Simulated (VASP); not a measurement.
WS2: single point with r2SCAN

The system is WS2, a slab with vacuum.

```
CELL_PARAMETERS angstrom
3.18110 0.00000 0.00000
-1.59055 2.75491 0.00000
0.00000 0.00000 16.18796
ATOMIC_POSITIONS crystal
W 0.33333 0.66667 0.00000
S 0.66667 0.33333 0.90370
S 0.66667 0.33333 0.09630
```

* Program: VASP 6.6.1
* Task: single point
* Functional: r2SCAN
* Potentials or basis: VASP PAW PBE potentials, release 64 (W_sv, S)
* Cutoff: 520 eV
* k mesh: 12 × 12 × 2
* Occupations: gaussian, width 0.02 eV
* Spin: no spin polarisation
* Dipole correction: no
* Further INCAR settings: ALGO = Normal; EDIFF = 1e-06; NBANDS = 20

```json
{"Largest force": "0.025 eV/Å", "Band gap on the k mesh": "1.91 eV (least direct gap 1.93 eV)"}
```

Forces in eV/Å, atoms in the order of the input:
```
W    0.000  0.000  0.000
S    0.000  0.000 -0.025
S    0.000  0.000  0.025
```

Levels at points of the mesh, in eV from the valence-band top:
```
           k point  band 11  band 12  band 13  band 14  band 15  band 16
(0.00, 0.00, 0.00)    -1.78    -1.78     0.00     3.07     3.07     3.23
(0.50, 0.00, 0.00)    -2.27    -1.43    -0.98     3.00     3.47     4.41
(0.00, 0.00, 0.50)    -1.78    -1.78     0.00     3.07     3.07     3.23
(0.50, 0.00, 0.50)    -2.27    -1.43    -0.98     3.00     3.47     4.41
```

Run time: 4.9 min on 1 thread of AMD EPYC 9R45 96-Core Processor (Zen 5) (shared host), peak memory 0.3 GiB.

Caveat: there is no dipole correction, which matters where the two faces differ; the PAW data sets were made with another functional, which shifts forces and pressure a little; spin-orbit coupling is left out, which moves the levels of the heavy elements.
